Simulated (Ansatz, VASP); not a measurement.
## Two plane-wave programs on LaScF

The input INCAR:

```
PREC = Accurate ; ENCUT = 520
EDIFF = 1E-6 ; ISMEAR = 0
SIGMA = 0.1 ; LREAL = False
LASPH = True ; NELM = 100
ALGO = Normal ; ISIF = 2
LWAVE = False ; LCHARG = False
GGA = PE ; NBANDS = 22
```

KPOINTS

```
regular mesh
0
Gamma
  6 6 4
```

Contents of POSCAR:

```
LaScF
1.0
    4.2158496900      0.0000000000      0.0000000000
   -2.1079248500      3.6510329300      0.0000000000
    0.0000000000      0.0000000000      4.1629099000
La Sc F
1 1 1
Direct
    0.6666666700      0.3333333300      0.0000000000
    0.3333333300      0.6666666700      0.5000000000
    0.0000000000      0.0000000000      0.5000000000
```

Input for Ansatz:

```yaml
crystal:
  lattice:
    - [4.21584969, 0.0, 0.0]
    - [-2.10792485, 3.65103293, 0.0]
    - [0.0, 0.0, 4.1629099]
  atoms:
    - { symbol: La, position: [0.66666667, 0.33333333, 0.0] }
    - { symbol: Sc, position: [0.33333333, 0.66666667, 0.5] }
    - { symbol: F, position: [0.0, 0.0, 0.5] }
basis:
  ecutwfc: 420
kpoints:
  mp_grid: { grid: [6, 6, 4] }
hamiltonian:
  xc: pbe
scf:
  occupations: { method: gaussian, width: 0.1 }
  lower_state_search: "off"
output:
  forces: true
  stress: true
  eigenvalues: true
```

Change from the starting cell: species swapped into the GdCuSi type (P-6m2, No. 187).

Alike in both runs: task single point; functional PBE; k mesh 6 × 6 × 4; occupations gaussian, width 0.1 eV; no spin polarisation.

|  | VASP | Ansatz |
| --- | --- | --- |
| version | VASP 6.6.1 | Ansatz 0.2.0 |
| potentials or method | VASP PAW PBE potentials, release 64 (La, Sc_sv, F), cutoff 520 eV | scalar-relativistic, plane waves, PAW |
| valence electrons in the cell | 29 | 29 |

Ansatz gave:

* gap on the k mesh at the Fermi level (eV): none
* pressure (GPa): 4.3
* traceless stress, the component that is largest in VASP (GPa): 5.72

Which values does VASP return?

gap on the k mesh at the Fermi level (eV): none; pressure (GPa): 4.4; traceless stress, the component that is largest in VASP (GPa): 5.69.

A gap of «none» marks a metal or a gap that the smearing closes. With one functional, cell and mesh, what is left measures potentials, basis and numerics.

The k mesh is coarse, so the values compare programs but aren't converged. Spin-orbit coupling is off throughout.
